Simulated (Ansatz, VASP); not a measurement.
## One calculation of CuI, two programs

INCAR

```
ALGO     = Normal         # electronic algorithm
EDIFF    = 1E-6           # SCF threshold, eV
ENCUT    = 520            # plane-wave cutoff, eV
GGA      = PE             # functional
ISIF     = 2              # what is computed and relaxed
ISMEAR   = 0              # smearing method
LASPH    = T              # aspherical terms in the spheres
LCHARG   = T              # write CHGCAR
LELF     = T              # ELF
LREAL    = F              # projectors in reciprocal space
LVHAR    = T            
LWAVE    = F              # write WAVECAR
NBANDS   = 16             # bands
NELM     = 100            # most SCF steps
PREC     = Accurate       # precision mode
SIGMA    = 0.05           # smearing width, eV
```

The input KPOINTS:

```
k-points
0
Gamma
  8 8 8
```

File POSCAR:

```
CuI
1.0
    0.0000000000      3.1760206743      3.0509324441
    3.0509324441      0.0000000000      3.0509324441
    3.0509324441      3.1760206743      0.0000000000
Cu I
1 1
Direct
    0.7500000000      0.7500000000      0.7500000000
    0.0000000000      0.0000000000      0.0000000000
```

Input for Ansatz:

```yaml
crystal:
  lattice:
    - [0.0, 3.1760206743, 3.0509324441]
    - [3.0509324441, 0.0, 3.0509324441]
    - [3.0509324441, 3.1760206743, 0.0]
  atoms:
    - { symbol: Cu, position: [0.75, 0.75, 0.75] }
    - { symbol: I, position: [0.0, 0.0, 0.0] }
basis:
  ecutwfc: 520.0
kpoints:
  mp_grid: { grid: [8, 8, 8] }
hamiltonian:
  xc: pbe
scf:
  occupations: { method: gaussian, width: 0.05 }
output:
  forces: true
  stress: true
  eigenvalues: true
  write_density: true
  write_potential: true
  elf: true
  volumetric_format: npy
```

Alike in both runs: task single point; functional PBE; k mesh 8 × 8 × 8; occupations gaussian, width 0.05 eV; no spin polarisation.

```csv
,VASP,Ansatz
version,VASP 6.6.1,Ansatz 0.2.0
potentials or method,"VASP PAW PBE potentials, release 64 (Cu, I), cutoff 520 eV","scalar-relativistic, plane waves, PAW"
valence electrons in the cell,18,36
```

Ansatz gave:

```
gap on the k mesh at the Fermi level (eV)                     : 0.95
least direct gap on the mesh (eV)                             : 0.95
pressure (GPa)                                                : -1.8
traceless stress, the component that is largest in VASP (GPa) : -0.51
```

**Question.** Which values does VASP return?

**Answer.** gap on the k mesh at the Fermi level (eV): 0.97; least direct gap on the mesh (eV): 0.97; pressure (GPa): -1.4; traceless stress, the component that is largest in VASP (GPa): -0.51.

VASP's potentials hold 18 valence electrons a cell and Ansatz's 36, so a difference there can come from the potentials and not from the codes.

Neither program's run includes spin-orbit coupling.
